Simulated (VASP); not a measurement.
Here is a VASP 6.6.1 calculation.

POSCAR

```
W
1.0
   -1.5907079400      1.5907079400      1.5907079400
    1.5907079400     -1.5907079400      1.5907079400
    1.5907079400      1.5907079400     -1.5907079400
W
1
Direct
    0.0000000000      0.0000000000      0.0000000000
```

INCAR.step1

```
SYSTEM = W
ALGO = Normal
EDIFF = 1E-4
ENCUT = 520
GGA = PE
ISMEAR = -1
LASPH = .True.
LCHARG = .False.
LREAL = .False.
LWAVE = .True.
NELM = 60
PREC = Accurate
SIGMA = 0.1
```

INCAR.step2

```
SYSTEM = W
ALGO = Normal
EDIFF = 1E-7
EDIFFG = -0.03
ENCUT = 520
IBRION = 2
ISIF = 2
ISMEAR = -1
ISTART = 1
LASPH = .True.
LCHARG = .False.
LMIXTAU = .True.
LREAL = .False.
LWAVE = .False.
METAGGA = R2SCAN
NELM = 60
NSW = 80
PREC = Accurate
SIGMA = 0.1
```

KPOINTS

```
k-points
0
Gamma
  15 15 15
  0 0 0
```

Potentials or basis: VASP PAW PBE potentials, release 64 (W_sv).

The run is started by

```console
$ cat potpaw_PBE.64/W_sv/POTCAR > POTCAR
$ cp INCAR.step1 INCAR
$ mpirun -np 1 vasp_std > vasp.out
$ cp INCAR.step2 INCAR
$ mpirun -np 1 vasp_std > vasp.out
```

Problem. What does it give for the band gap on the k mesh?

Solution. Zero (bands 7 and 8 overlap by 5.96 eV).

Final structure:
```cif
data_structure
_symmetry_space_group_name_H-M 'P 1'
_symmetry_Int_Tables_number 1
_cell_length_a 2.7552
_cell_length_b 2.7552
_cell_length_c 2.7552
_cell_angle_alpha 109.471
_cell_angle_beta 109.471
_cell_angle_gamma 109.471
_cell_volume 16.10
loop_
_atom_site_label
_atom_site_type_symbol
_atom_site_fract_x
_atom_site_fract_y
_atom_site_fract_z
_atom_site_occupancy
W1 W 0.00000 0.00000 0.00000 1
```

Caveat: the relaxation stopped at its first step, so nothing moved; spin-orbit coupling is left out, which moves the levels of the heavy elements.
